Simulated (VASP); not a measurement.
# Ti3AgN (Pm-3m) in VASP: single point with r2SCAN

Aim: the single point of Ti3AgN with r2SCAN.

All numbers are computed with VASP 6.6.1; they aren't measurements. Logs are shortened: lines on timing, memory, paths and dates and some standing lists are left out, and cuts for length are marked.

**1. The cell of the first run**

It takes space group Pm-3m (No. 221, cubic). Conventional cell: a = 4.074 Å, b = 4.074 Å, c = 4.074 Å, α = 90.00°, β = 90.00°, γ = 90.00°. Within 3.8 Å of Ag (site symmetry m-3m) lie 12 Ti at 2.88 Å and 8 N at 3.53 Å. Within 2.7 Å of N (site symmetry m-3m) lie 6 Ti at 2.04 Å. Within 2.7 Å of Ti (site symmetry 4/mmm) lie 2 N at 2.04 Å.

**2. Single point, r2SCAN**

The input, POSCAR:

```
Ti3AgN
1.0
    4.0742943800      0.0000000000      0.0000000000
    0.0000000000      4.0742943800      0.0000000000
    0.0000000000      0.0000000000      4.0742943800
Ag N Ti
1 1 3
Direct
    0.0000000000      0.0000000000      0.0000000000
    0.5000000000      0.5000000000      0.5000000000
    0.0000000000      0.5000000000      0.5000000000
    0.5000000000      0.0000000000      0.5000000000
    0.5000000000      0.5000000000      0.0000000000
```

The input, INCAR.step1:

```
SYSTEM = Ti3AgN
PREC = Accurate ; ENCUT = 520
ISMEAR = -5 ; SIGMA = 0.0651
LREAL = .False. ; LASPH = .True.
NELM = 100 ; LMAXMIX = 4
GGA = PE ; ALGO = Normal
EDIFF = 1E-4 ; LWAVE = .True.
LCHARG = .False.
```

The input, INCAR.step2:

```
SYSTEM = Ti3AgN
PREC = Accurate ; ENCUT = 520
EDIFF = 1E-6 ; ISMEAR = -1
SIGMA = 0.0651 ; LREAL = .False.
LASPH = .True. ; NELM = 100
ALGO = Normal ; ISIF = 2
LWAVE = .False. ; LCHARG = .False.
LMAXMIX = 4 ; METAGGA = R2SCAN
LMIXTAU = .True. ; LORBIT = 11
ISTART = 1
```

The input, KPOINTS:

```
regular mesh
0
Gamma
  8 8 8
  0 0 0
```

Potentials or basis: VASP PAW PBE potentials, release 64 (Ag, N, Ti_sv).

The run is started by

```sh
$ cat potpaw_PBE.64/Ag/POTCAR potpaw_PBE.64/N/POTCAR potpaw_PBE.64/Ti_sv/POTCAR > POTCAR
$ cp INCAR.step1 INCAR
$ mpirun -np 1 vasp_std > vasp.out
$ cp INCAR.step2 INCAR
$ mpirun -np 1 vasp_std > vasp.out
```

OUTCAR:

```text
SYSTEM = Ti3AgN
   PREC = Accurate
   ENCUT = 520
   EDIFF = 1E-6
   ISMEAR = -1
   LREAL = .False.
   LASPH = .True.
   NELM = 100
   ISIF = 2
   METAGGA = R2SCAN
   LORBIT = 11
   ISTART = 1

 ion  position               nearest neighbor table
   1  0.000  0.000  0.000-   3 2.88   4 2.88   5 2.88   3 2.88   4 2.88   3 2.88   5 2.88   3 2.88
                             4 2.88   5 2.88   4 2.88   5 2.88
   2  0.500  0.500  0.500-   3 2.04   4 2.04   5 2.04   5 2.04   4 2.04   3 2.04
   3  0.000  0.500  0.500-   2 2.04   2 2.04   4 2.88   5 2.88   1 2.88   5 2.88   1 2.88   4 2.88
                             1 2.88   1 2.88   4 2.88   5 2.88   5 2.88   4 2.88
   4  0.500  0.000  0.500-   2 2.04   2 2.04   3 2.88   5 2.88   1 2.88   5 2.88   1 2.88   3 2.88
                             5 2.88   5 2.88   1 2.88   3 2.88   1 2.88   3 2.88
   5  0.500  0.500  0.000-   2 2.04   2 2.04   3 2.88   4 2.88   1 2.88   3 2.88   4 2.88   1 2.88
                             4 2.88   4 2.88   1 2.88   3 2.88   3 2.88   1 2.88

  LATTYP: Found a simple cubic cell.
 ALAT       =     4.0742943800

  Lattice vectors:

 A1 = (   4.0742943800,   0.0000000000,   0.0000000000)
 A2 = (   0.0000000000,   4.0742943800,   0.0000000000)
 A3 = (   0.0000000000,   0.0000000000,   4.0742943800)

Analysis of symmetry for initial positions (statically):
=====================================================================
 Subroutine PRICEL returns:
 Original cell was already a primitive cell.

 Routine SETGRP: Setting up the symmetry group for a
 simple cubic supercell.

 Subroutine GETGRP returns: Found 48 space group operations
 (whereof 48 operations were pure point group operations)
 out of a pool of 48 trial point group operations.

The static configuration has the point symmetry O_h .

Analysis of symmetry for dynamics (positions and initial velocities):
=====================================================================
 Subroutine PRICEL returns:
 Original cell was already a primitive cell.

 Routine SETGRP: Setting up the symmetry group for a
 simple cubic supercell.

 Subroutine GETGRP returns: Found 48 space group operations
 (whereof 48 operations were pure point group operations)
 out of a pool of 48 trial point group operations.

The dynamic configuration has the point symmetry O_h .

 Subroutine INISYM returns: Found 48 space group operations
 (whereof 48 operations are pure point group operations),
 and found     1 'primitive' translations

----------------------------------------------------------------------------------------

                                     Primitive cell

  volume of cell :      67.6328

  direct lattice vectors                    reciprocal lattice vectors
     4.074294380  0.000000000  0.000000000     0.245441273  0.000000000  0.000000000
     0.000000000  4.074294380  0.000000000     0.000000000  0.245441273  0.000000000
     0.000000000  0.000000000  4.074294380     0.000000000  0.000000000  0.245441273

  length of vectors
     4.074294380  4.074294380  4.074294380     0.245441273  0.245441273  0.245441273

  position of ions in fractional coordinates (direct lattice)
     0.000000000  0.000000000  0.000000000
     0.500000000  0.500000000  0.500000000
     0.000000000  0.500000000  0.500000000
     0.500000000  0.000000000  0.500000000
     0.500000000  0.500000000  0.000000000

  ion indices of the primitive-cell ions
   primitive index   ion index
                 1           1
                 2           2
                 3           3
                 4           4
                 5           5

----------------------------------------------------------------------------------------

 KPOINTS: regular mesh

Automatic generation of k-mesh.
 Grid dimensions read from file:
 generate k-points for:    8    8    8

 Generating k-lattice:

  Cartesian coordinates                     Fractional coordinates (reciprocal lattice)
     0.030680159  0.000000000  0.000000000     0.125000000  0.000000000  0.000000000
     0.000000000  0.030680159  0.000000000     0.000000000  0.125000000  0.000000000
     0.000000000  0.000000000  0.030680159     0.000000000  0.000000000  0.125000000

  Length of vectors
     0.030680159  0.030680159  0.030680159

  Shift w.r.t. Gamma in fractional coordinates (k-lattice)
     0.000000000  0.000000000  0.000000000

 Subroutine IBZKPT returns following result:
 ===========================================

 Found     35 irreducible k-points:

 Following reciprocal coordinates:
            Coordinates               Weight
  0.000000  0.000000  0.000000      1.000000
  0.125000  0.000000  0.000000      6.000000
  0.250000  0.000000  0.000000      6.000000
  0.375000  0.000000  0.000000      6.000000
  0.500000  0.000000  0.000000      3.000000
  0.125000  0.125000  0.000000     12.000000
[... 16 lines left out ...]
  0.375000  0.375000  0.125000     24.000000
  0.500000  0.375000  0.125000     24.000000
 [... further k-points ...]
   k-points           NKPTS =     35   k-points in BZ     NKDIM =     35   number of bands    NBANDS=     31
   number of dos      NEDOS =    301   number of ions     NIONS =      5
   total plane-waves  NPLWV =  27000
   dimension x,y,z NGX =    30 NGY =   30 NGZ =   30
   dimension x,y,z NGXF=    60 NGYF=   60 NGZF=   60
   ions per type =               1   1   3
   NGX,Y,Z   is equivalent  to a cutoff of  12.24, 12.24, 12.24 a.u.
   NGXF,Y,Z  is equivalent  to a cutoff of  24.48, 24.48, 24.48 a.u.
 SYSTEM =  Ti3AgN
   PREC   = accura    normal or accurate (medium, high low for compatibility)
   ISTART =      1    job   : 0-new  1-cont  2-samecut
   ICHARG =      0    charge: 1-file 2-atom 10-const
   ISPIN  =      1    spin polarized calculation?
   LNONCOLLINEAR =      F non collinear calculations
   LSORBIT =      F    spin-orbit coupling
   LASPH  =      T    aspherical Exc in radial PAW
   ENCUT  =  520.0 eV  38.22 Ry    6.18 a.u.   7.58  7.58  7.58*2*pi/ulx,y,z
   NELM   =    100;   NELMIN=  2; NELMDL=  0     # of ELM steps
   EDIFF  = 0.1E-05   stopping-criterion for ELM
   LREAL  =      F    real-space projection
   EDIFFG = 0.1E-04   stopping-criterion for IOM
   NSW    =      0    number of steps for IOM
   IBRION =     -1    ionic relax: 0-MD 1-quasi-New 2-CG
   NFREE  =      0    steps in history (QN), initial steepest desc. (CG)
   ISIF   =      2    stress and relaxation
   ISYM   =      2    0-nonsym 1-usesym 2-fastsym
   POTIM  = 0.5000    time-step for ionic-motion
   TEBEG  =    0.0;   TEEND  =   0.0 temperature during run
   PSTRESS=    0.0 pullay stress
   NELECT =      52.0000    total number of electrons
   NUPDOWN=      -1.0000    fix difference up-down
   EMIN   =  10.00;   EMAX   =-10.00  energy-range for DOS
   EFERMI =   0.00;   METHOD = LEGACY
   ISMEAR =    -1;   SIGMA  =   0.07  broadening in eV -4-tet -1-fermi 0-gaus
   EFERMI_NEDOS =   21; number of points for ismear=-14 and -15
   IALGO  =     38    algorithm
   IMIX   =      4    mixing-type and parameters
     AMIX     =   0.40;   BMIX     =  1.00
     AMIX_MAG =   1.60;   BMIX_MAG =  1.00
  volume/ion in A,a.u.               =      13.53        91.28
  Fermi-wavevector in a.u.,A,eV,Ry     =   1.499766  2.834147 30.603563  2.249298
  Thomas-Fermi vector in A             =   2.611353
   LORBIT       =     11    0 simple, 1 ext, 2 COOP (PROOUT), +10 PAW based schemes
   METAGGA = R2SCAN    functional components
   LHFCALC =     F    Hartree Fock is set to
   AEXX    =    0.0000 exact exchange contribution
   IVDW    =     0    specifies the selected vdW correction
   LEPSILON=     F    determine dielectric tensor
   LRPA    =     F    only Hartree local field effects (RPA)
 non-spin polarized calculation
  energy-cutoff  :      520.00
  volume of cell :       67.63
 maximum number of plane-waves:      1856
   NGX = 15   NGY = 15   NGZ = 15

 number of electron      52.0000018 magnetization

 Free energy of the ion-electron system (eV)
  ---------------------------------------------------
  ext. energy  EPLUGINS =         0.00000000
  ---------------------------------------------------
  free energy    TOTEN  =       -73.67575869 eV

  energy without entropy =      -73.62733898  energy(sigma->0) =      -73.65154883

 E-fermi :   9.8216     XC(G=0): -13.3195

 val. band max:        9.7795572963   @ k =   0.5000   0.2500   0.2500
 cond. band min:       9.8331492165   @ k =   0.2500   0.0000   0.0000
 fundamental gap:      0.0535919202
 Fermi energy:         9.8215558845

 k-point     1 :       0.0000    0.0000    0.0000
  band No.  band energies     occupation
      1     -49.7260      2.00000
      2     -49.5748      2.00000
      3     -49.5748      2.00000
      4     -25.1881      2.00000
      5     -25.1881      2.00000
      6     -25.1881      2.00000
[... 23 lines left out ...]
     30      11.8732      0.00000
     31      12.1174      0.00000

 k-point     2 :       0.1250    0.0000    0.0000
  band No.  band energies     occupation
      1     -49.7209      2.00000
      2     -49.5798      2.00000
      3     -49.5747      2.00000
      4     -25.1770      2.00000
      5     -25.1770      2.00000
      6     -25.1729      2.00000
[... 23 lines left out ...]
     30      11.8276      0.00000
     31      11.8371      0.00000

 k-point     3 :       0.2500    0.0000    0.0000
  band No.  band energies     occupation
      1     -49.7066      2.00000
      2     -49.5938      2.00000
      3     -49.5745      2.00000
      4     -25.1475      2.00000
      5     -25.1475      2.00000
      6     -25.1284      2.00000
[... 703 lines left out ...]
     30      11.3002      0.00000
     31      11.6749      0.00000

 k-point    24 :       0.5000    0.3750    0.1250
  band No.  band energies     occupation
      1     -49.6422      2.00000
      2     -49.6240      2.00000
      3     -49.6065      2.00000
      4     -25.3577      2.00000
      5     -25.0559      2.00000
      6     -24.9470      2.00000
[... 23 lines left out ...]
     30      11.1034      0.00000
     31      11.6908      0.00000

 [... further k-points ...]
[... 5 lines left out ...]
  --------------------------------------------------------------------------------------
  -------------------------------------------------------------------------------------
  Total        3.6864756      3.6864756      3.6864756     -0.0000000      0.0000000     -0.0000000
  in kB       87.3302563     87.3302563     87.3302563     -0.0000000      0.0000000     -0.0000000
  external PRESSURE =      87.3302563 kB  Pullay stress =       0.0000000 kB

 VOLUME and BASIS-vectors are now :
 -----------------------------------------------------------------------------
  energy-cutoff  :      520.00
  volume of cell :       67.63
      direct lattice vectors                 reciprocal lattice vectors
     4.074294380  0.000000000  0.000000000     0.245441273  0.000000000  0.000000000
     0.000000000  4.074294380  0.000000000     0.000000000  0.245441273  0.000000000
     0.000000000  0.000000000  4.074294380     0.000000000  0.000000000  0.245441273

 POSITION                                       TOTAL-FORCE (eV/Angst)
 -----------------------------------------------------------------------------------
      0.00000      0.00000      0.00000         0.000000      0.000000      0.000000
      2.03715      2.03715      2.03715         0.000000      0.000000      0.000000
      0.00000      2.03715      2.03715         0.000000      0.000000      0.000000
      2.03715      0.00000      2.03715         0.000000      0.000000      0.000000
      2.03715      2.03715      0.00000         0.000000      0.000000      0.000000
 -----------------------------------------------------------------------------------
    total drift:                                0.000000      0.000000     -0.000000

  FREE ENERGIE OF THE ION-ELECTRON SYSTEM (eV)
  ---------------------------------------------------
  free  energy   TOTEN  =       -73.6757586897 eV

  energy  without entropy=      -73.6273389769  energy(sigma->0) =      -73.65154883

 total charge

# of ion       s       p       d       tot
------------------------------------------
    1        0.584   0.590   8.961  10.136
    2        1.274   2.578   0.000   3.852
    3        2.201   6.195   1.904  10.299
    4        2.201   6.195   1.904  10.299
    5        2.201   6.195   1.904  10.299
--------------------------------------------------
tot          8.459  21.753  14.673  44.885
```

Run time: 3.4 min. Hardware: 1 thread of Intel Xeon Platinum 8488C (Sapphire Rapids), shared host; peak memory 0.21 GiB.

What came out:

```yaml
Free_energy: -73.6758 eV
Pressure: 8.7 GPa
Band_gap_on_the_k_mesh: zero (bands 26 and 27 overlap by 0.89 eV)
Valence_electrons_inside_the_program's_atomic_spheres: Ag 10.14; N 3.85; Ti 10.30
```

Levels at points of the mesh, in eV from the Fermi level:
```csv
k point,band 24,band 25,band 26,band 27,band 28,band 29
"(0.00, 0.00, 0.00)",-1.20,-1.20,-0.32,-0.32,2.05,2.05
"(0.50, 0.00, 0.00)",-1.33,-1.19,-1.19,0.61,0.80,1.63
"(0.50, 0.50, 0.00)",-2.08,-1.10,0.32,0.32,0.50,0.50
"(0.50, 0.50, 0.50)",-0.33,-0.33,0.43,0.43,0.43,0.92
```

Caveat: the cell stands under pressure; the PAW data sets were made with another functional, which shifts forces and pressure a little.
